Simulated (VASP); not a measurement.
# Li (Fd-3m) in VASP: further runs

Li is run at these levels: PBEsol; tasks: single point.

Program: VASP 6.6.1. These are calculated values, not measurements. Logs are shortened: lines on timing, memory, paths and dates and some standing lists are left out, and cuts for length are marked.

## Step 1: The cell of the first run

The structure is cubic, space group Fd-3m (No. 227). Conventional cell: a = 5.649 Å, b = 5.649 Å, c = 5.649 Å, α = 90.00°, β = 90.00°, γ = 90.00°. Li (site symmetry -43m) has 4 Li at 2.45 Å within 3.2 Å.

## Step 2: Single point, PBEsol (volume scaled by 0.88)

Input file INCAR:

```
SYSTEM = Li
  PREC = Accurate
  ENCUT = 520
  EDIFF = 1E-7
  ISMEAR = -1
  SIGMA = 0.1
  LREAL = .FALSE.
  LASPH = .TRUE.
  NELM = 60
  ALGO = Normal
  ISIF = 2
  LWAVE = .FALSE.
  LCHARG = .FALSE.
  GGA = PS
  NBANDS = 10
```

Input file KPOINTS:

```
Automatic mesh
0
G
  10 10 10
  0 0 0
```

Input file POSCAR:

```
Li
1.0
    0.0000000000      2.8246481254      2.8246481254
    2.8246481254      0.0000000000      2.8246481254
    2.8246481254      2.8246481254      0.0000000000
Li
2
Direct
    0.1250000000      0.1250000000      0.1250000000
    0.8750000000      0.8750000000      0.8750000000
```

Potentials or basis: VASP PAW PBE potentials, release 64 (Li_sv).

Run with:

```sh
> cat potpaw_PBE.64/Li_sv/POTCAR > POTCAR
> mpirun -np 1 vasp_std > vasp.out
```

OUTCAR:

```text
SYSTEM = Li
   PREC = Accurate
   ENCUT = 520
   EDIFF = 1E-7
   ISMEAR = -1
   LREAL = .FALSE.
   LASPH = .TRUE.
   NELM = 60
   ISIF = 2
   GGA = PS

 ion  position               nearest neighbor table
   1  0.125  0.125  0.125-   2 2.45   2 2.45   2 2.45   2 2.45
   2  0.875  0.875  0.875-   1 2.45   1 2.45   1 2.45   1 2.45

  LATTYP: Found a face centered cubic cell.
 ALAT       =     5.6492962508

  Lattice vectors:

 A1 = (   0.0000000000,   2.8246481254,   2.8246481254)
 A2 = (   2.8246481254,   0.0000000000,   2.8246481254)
 A3 = (   2.8246481254,   2.8246481254,   0.0000000000)

Analysis of symmetry for initial positions (statically):
=====================================================================
 Subroutine PRICEL returns:
 Original cell was already a primitive cell.

 Routine SETGRP: Setting up the symmetry group for a
 face centered cubic supercell.

 Subroutine GETGRP returns: Found 48 space group operations
 (whereof 12 operations were pure point group operations)
 out of a pool of 48 trial point group operations.

The static configuration has the point symmetry D_3d.
 The point group associated with its full space group is O_h .

Analysis of symmetry for dynamics (positions and initial velocities):
=====================================================================
 Subroutine PRICEL returns:
 Original cell was already a primitive cell.

 Routine SETGRP: Setting up the symmetry group for a
 face centered cubic supercell.

 Subroutine GETGRP returns: Found 48 space group operations
 (whereof 12 operations were pure point group operations)
 out of a pool of 48 trial point group operations.

The dynamic configuration has the point symmetry D_3d.
 The point group associated with its full space group is O_h .

 Subroutine INISYM returns: Found 48 space group operations
 (whereof 12 operations are pure point group operations),
 and found     1 'primitive' translations

----------------------------------------------------------------------------------------

                                     Primitive cell

  volume of cell :      45.0737

  direct lattice vectors                    reciprocal lattice vectors
     0.000000000  2.824648125  2.824648125    -0.177013199  0.177013199  0.177013199
     2.824648125  0.000000000  2.824648125     0.177013199 -0.177013199  0.177013199
     2.824648125  2.824648125  0.000000000     0.177013199  0.177013199 -0.177013199

  length of vectors
     3.994655688  3.994655688  3.994655688     0.306595854  0.306595854  0.306595854

  position of ions in fractional coordinates (direct lattice)
     0.125000000  0.125000000  0.125000000
     0.875000000  0.875000000  0.875000000

  ion indices of the primitive-cell ions
   primitive index   ion index
                 1           1
                 2           2

----------------------------------------------------------------------------------------

 KPOINTS: Automatic mesh

Automatic generation of k-mesh.
 Grid dimensions read from file:
 generate k-points for:   10   10   10

 Generating k-lattice:

  Cartesian coordinates                     Fractional coordinates (reciprocal lattice)
    -0.017701320  0.017701320  0.017701320     0.100000000  0.000000000  0.000000000
     0.017701320 -0.017701320  0.017701320     0.000000000  0.100000000  0.000000000
     0.017701320  0.017701320 -0.017701320     0.000000000  0.000000000  0.100000000

  Length of vectors
     0.030659585  0.030659585  0.030659585

  Shift w.r.t. Gamma in fractional coordinates (k-lattice)
     0.000000000  0.000000000  0.000000000

 Subroutine IBZKPT returns following result:
 ===========================================

 Found     47 irreducible k-points:

 Following reciprocal coordinates:
            Coordinates               Weight
  0.000000  0.000000  0.000000      1.000000
  0.100000  0.000000  0.000000      8.000000
  0.200000  0.000000  0.000000      8.000000
  0.300000  0.000000  0.000000      8.000000
  0.400000  0.000000  0.000000      8.000000
  0.500000  0.000000  0.000000      4.000000
[... 16 lines left out ...]
  0.300000  0.300000  0.000000      6.000000
  0.400000  0.300000  0.000000     24.000000
 [... further k-points ...]
   k-points           NKPTS =     47   k-points in BZ     NKDIM =     47   number of bands    NBANDS=     10
   number of dos      NEDOS =    301   number of ions     NIONS =      2
   total plane-waves  NPLWV =  27000
   dimension x,y,z NGX =    30 NGY =   30 NGZ =   30
   dimension x,y,z NGXF=    60 NGYF=   60 NGZF=   60
   ions per type =               2
   NGX,Y,Z   is equivalent  to a cutoff of  12.49, 12.49, 12.49 a.u.
   NGXF,Y,Z  is equivalent  to a cutoff of  24.97, 24.97, 24.97 a.u.
 SYSTEM =  Li
   PREC   = accura    normal or accurate (medium, high low for compatibility)
   ISTART =      0    job   : 0-new  1-cont  2-samecut
   ICHARG =      2    charge: 1-file 2-atom 10-const
   ISPIN  =      1    spin polarized calculation?
   LNONCOLLINEAR =      F non collinear calculations
   LSORBIT =      F    spin-orbit coupling
   LASPH  =      T    aspherical Exc in radial PAW
   ENCUT  =  520.0 eV  38.22 Ry    6.18 a.u.   7.43  7.43  7.43*2*pi/ulx,y,z
   NELM   =     60;   NELMIN=  2; NELMDL= -5     # of ELM steps
   EDIFF  = 0.1E-06   stopping-criterion for ELM
   LREAL  =      F    real-space projection
   EDIFFG = 0.1E-05   stopping-criterion for IOM
   NSW    =      0    number of steps for IOM
   IBRION =     -1    ionic relax: 0-MD 1-quasi-New 2-CG
   NFREE  =      0    steps in history (QN), initial steepest desc. (CG)
   ISIF   =      2    stress and relaxation
   ISYM   =      2    0-nonsym 1-usesym 2-fastsym
   POTIM  = 0.5000    time-step for ionic-motion
   TEBEG  =    0.0;   TEEND  =   0.0 temperature during run
   PSTRESS=    0.0 pullay stress
   NELECT =       6.0000    total number of electrons
   NUPDOWN=      -1.0000    fix difference up-down
   EMIN   =  10.00;   EMAX   =-10.00  energy-range for DOS
   EFERMI =   0.00;   METHOD = LEGACY
   ISMEAR =    -1;   SIGMA  =   0.10  broadening in eV -4-tet -1-fermi 0-gaus
   EFERMI_NEDOS =   21; number of points for ismear=-14 and -15
   IALGO  =     38    algorithm
   IMIX   =      4    mixing-type and parameters
     AMIX     =   0.40;   BMIX     =  1.00
     AMIX_MAG =   1.60;   BMIX_MAG =  1.00
  volume/ion in A,a.u.               =      22.54       152.09
  Fermi-wavevector in a.u.,A,eV,Ry     =   0.835893  1.579609  9.506632  0.698718
  Thomas-Fermi vector in A             =   1.949527
   LORBIT       =      0    0 simple, 1 ext, 2 COOP (PROOUT), +10 PAW based schemes
   GGA     = PS    functional components
   LHFCALC =     F    Hartree Fock is set to
   AEXX    =    0.0000 exact exchange contribution
   IVDW    =     0    specifies the selected vdW correction
   LEPSILON=     F    determine dielectric tensor
   LRPA    =     F    only Hartree local field effects (RPA)
 non-spin polarized calculation
  energy-cutoff  :      520.00
  volume of cell :       45.07
 maximum number of plane-waves:      1243
 NGX is ok and might be reduce to    30
   NGX = 15   NGY = 15   NGZ = 15

 number of electron       6.0000002 magnetization

 Free energy of the ion-electron system (eV)
  ---------------------------------------------------
  ext. energy  EPLUGINS =         0.00000000
  ---------------------------------------------------
  free energy    TOTEN  =        -2.89619634 eV

  energy without entropy =       -2.87441944  energy(sigma->0) =       -2.88530789

 E-fermi :   0.6031     XC(G=0):  -6.7528

 val. band max:        0.5956914193   @ k =  -0.4000   0.2000   0.1000
 cond. band min:       0.6720107117   @ k =   0.5000   0.5000   0.0000
 fundamental gap:      0.0763192924
 Fermi energy:         0.6030935020

 k-point     1 :       0.0000    0.0000    0.0000
  band No.  band energies     occupation
      1     -46.5985      2.00000
      2     -46.4779      2.00000
      3      -2.9963      2.00000
      4       6.6282      0.00000
      5       6.6282      0.00000
      6       6.6282      0.00000
      7       7.7810      0.00000
      8       7.7810      0.00000
      9       7.7810      0.00000
     10      12.9023      0.00000

 k-point     2 :       0.1000    0.0000    0.0000
  band No.  band energies     occupation
      1     -46.5963      2.00000
      2     -46.4800      2.00000
      3      -2.8902      2.00000
      4       5.4725      0.00000
      5       6.2569      0.00000
      6       6.2570      0.00000
      7       8.2519      0.00000
      8       8.2519      0.00000
      9       8.7821      0.00000
     10      11.9455      0.00000

 k-point     3 :       0.2000    0.0000    0.0000
  band No.  band energies     occupation
      1     -46.5899      2.00000
      2     -46.4860      2.00000
      3      -2.5736      2.00000
      4       3.8944      0.00000
      5       5.7539      0.00000
      6       5.7539      0.00000
      7       8.7733      0.00000
      8       8.7734      0.00000
      9       9.8979      0.00000
     10      11.0578      0.00000

 k-point     4 :       0.3000    0.0000    0.0000
  band No.  band energies     occupation
      1     -46.5808      2.00000
      2     -46.4949      2.00000
      3      -2.0547      2.00000
      4       2.3998      0.00000
      5       5.3931      0.00000
      6       5.3932      0.00000
      7       8.6111      0.00000
      8       8.6111      0.00000
      9      10.4608      0.00000
     10      10.6759      0.00000

 k-point     5 :       0.4000    0.0000    0.0000
  band No.  band energies     occupation
      1     -46.5718      2.00000
      2     -46.5035      2.00000
      3      -1.3693      2.00000
      4       1.1075      0.01281
      5       5.1914      0.00000
      6       5.1914      0.00000
      7       8.2410      0.00000
      8       8.2410      0.00000
      9      10.1263      0.00000
     10      11.1220      0.00000

 k-point     6 :       0.5000    0.0000    0.0000
  band No.  band energies     occupation
      1     -46.5677      2.00000
      2     -46.5074      2.00000
      3      -0.8455      2.00000
      4       0.3782      1.80915
      5       5.1283      0.00000
      6       5.1283      0.00000
      7       8.0873      0.00000
      8       8.0873      0.00000
      9      10.0176      0.00000
     10      11.2711      0.00000
[... 183 lines left out ...]
 k-point    21 :      -0.3000    0.2000    0.0000
  band No.  band energies     occupation
      1     -46.5677      2.00000
      2     -46.5075      2.00000
      3      -1.2228      2.00000
      4       1.8378      0.00001
      5       3.1240      0.00000
      6       4.8682      0.00000
      7       7.8776      0.00000
      8       9.6186      0.00000
      9      11.3969      0.00000
     10      11.6841      0.00000

 k-point    22 :      -0.2000    0.2000    0.0000
  band No.  band energies     occupation
      1     -46.5771      2.00000
      2     -46.4983      2.00000
      3      -1.8710      2.00000
      4       3.1404      0.00000
      5       3.2078      0.00000
      6       5.5230      0.00000
      7       8.4905      0.00000
      8       9.2154      0.00000
      9      10.6697      0.00000
     10      10.8412      0.00000

 k-point    23 :       0.3000    0.3000    0.0000
  band No.  band energies     occupation
      1     -46.5732      2.00000
      2     -46.5024      2.00000
      3      -1.7008      2.00000
      4       3.6253      0.00000
      5       3.6254      0.00000
      6       4.1218      0.00000
      7       7.1327      0.00000
      8       7.2087      0.00000
      9      12.3710      0.00000
     10      12.3710      0.00000

 k-point    24 :       0.4000    0.3000    0.0000
  band No.  band energies     occupation
      1     -46.5643      2.00000
      2     -46.5109      2.00000
      3      -1.1602      2.00000
      4       2.8521      0.00000
      5       3.2706      0.00000
      6       3.4025      0.00000
      7       6.9983      0.00000
      8       7.6107      0.00000
      9      12.5630      0.00000
     10      13.1510      0.00000

 [... further k-points ...]
[... 5 lines left out ...]
  --------------------------------------------------------------------------------------
  -------------------------------------------------------------------------------------
  Total        0.2002316      0.2002316      0.2002316     -0.0000000      0.0000000     -0.0000000
  in kB        7.1173811      7.1173811      7.1173811     -0.0000000      0.0000000     -0.0000000
  external PRESSURE =       7.1173811 kB  Pullay stress =       0.0000000 kB

 VOLUME and BASIS-vectors are now :
 -----------------------------------------------------------------------------
  energy-cutoff  :      520.00
  volume of cell :       45.07
      direct lattice vectors                 reciprocal lattice vectors
     0.000000000  2.824648125  2.824648125    -0.177013199  0.177013199  0.177013199
     2.824648125  0.000000000  2.824648125     0.177013199 -0.177013199  0.177013199
     2.824648125  2.824648125  0.000000000     0.177013199  0.177013199 -0.177013199

 POSITION                                       TOTAL-FORCE (eV/Angst)
 -----------------------------------------------------------------------------------
      0.70616      0.70616      0.70616        -0.000000     -0.000000     -0.000000
      4.94313      4.94313      4.94313         0.000000      0.000000      0.000000
 -----------------------------------------------------------------------------------
    total drift:                                0.000000      0.000000      0.000000

  FREE ENERGIE OF THE ION-ELECTRON SYSTEM (eV)
  ---------------------------------------------------
  free  energy   TOTEN  =        -2.8961963362 eV

  energy  without entropy=       -2.8744194435  energy(sigma->0) =       -2.88530789
```

Wall time 40 s (1 thread of AMD EPYC 7R13, shared host); peak memory 0.13 GiB.

What came out:

```
Free energy            : -2.8962 eV
Band gap on the k mesh : zero (band 3 reaches 1.04 eV, above the bottom of band 4 at 0.38 eV)
```

Levels at points of the mesh, in eV from the Fermi level:
```
           k point  band 1  band 2  band 3  band 4  band 5  band 6
(0.00, 0.00, 0.00)  -47.20  -47.08   -3.60    6.03    6.03    6.03
(0.50, 0.00, 0.00)  -47.17  -47.11   -1.45   -0.22    4.53    4.53
(0.50, 0.50, 0.00)  -47.14  -47.14    0.07    0.07    2.33    2.33
```

Caveat: the cutoff is under 1.25 times the usual one of these potentials, so pressure, stress and relaxed cells hold a basis-set (Pulay) error; the PAW data sets were made with another functional, which shifts forces and pressure a little.

## Step 3: Single point, PBEsol (volume scaled by 0.96)

Input file INCAR:

```
PREC     = Accurate       # precision mode
ENCUT    = 520            # plane-wave cutoff, eV
EDIFF    = 1E-6           # SCF threshold, eV
ISMEAR   = -1             # smearing method
SIGMA    = 0.1            # smearing width, eV
LREAL    = F              # projectors in reciprocal space
LASPH    = T              # aspherical terms in the spheres
NELM     = 100            # most SCF steps
ALGO     = Normal         # electronic algorithm
ISIF     = 2              # what is computed and relaxed
LWAVE    = F              # write WAVECAR
LCHARG   = F              # write CHGCAR
GGA      = PS             # functional
NBANDS   = 10             # bands
```

Input file KPOINTS:

```
Automatic mesh
0
Gamma
  10 10 10
```

Input file POSCAR:

```
Li
1.0
    0.0000000000      2.9077732783      2.9077732783
    2.9077732783      0.0000000000      2.9077732783
    2.9077732783      2.9077732783      0.0000000000
Li
2
Direct
    0.1250000000      0.1250000000      0.1250000000
    0.8750000000      0.8750000000      0.8750000000
```

Potentials or basis: VASP PAW PBE potentials, release 64 (Li_sv).

Run with:

```sh
> cat potpaw_PBE.64/Li_sv/POTCAR > POTCAR
> mpirun -np 1 vasp_std > vasp.out
```

Wall time 36 s (1 thread of AMD EPYC 7R13, shared host); peak memory 0.13 GiB.

It converged, with:

```yaml
Free_energy: -2.9096 eV
Band_gap_on_the_k_mesh: zero (band 3 reaches 0.80 eV, above the bottom of band 4 at 0.03 eV)
```

Levels at points of the mesh, in eV from the Fermi level:
| k point | band 1 | band 2 | band 3 | band 4 | band 5 | band 6 | band 7 | band 8 |
| --- | --- | --- | --- | --- | --- | --- | --- | --- |
| (0.00, 0.00, 0.00) | -47.18 | -47.09 | -3.42 | 5.72 | 5.72 | 5.72 | 6.85 | 6.85 |
| (0.50, 0.00, 0.00) | -47.16 | -47.11 | -1.29 | -0.29 | 4.32 | 4.32 | 7.16 | 7.16 |
| (0.50, 0.50, 0.00) | -47.13 | -47.13 | 0.09 | 0.09 | 2.26 | 2.26 | 5.83 | 5.83 |

Caveat: the cutoff is under 1.25 times the usual one of these potentials, so pressure, stress and relaxed cells hold a basis-set (Pulay) error; the PAW data sets were made with another functional, which shifts forces and pressure a little.
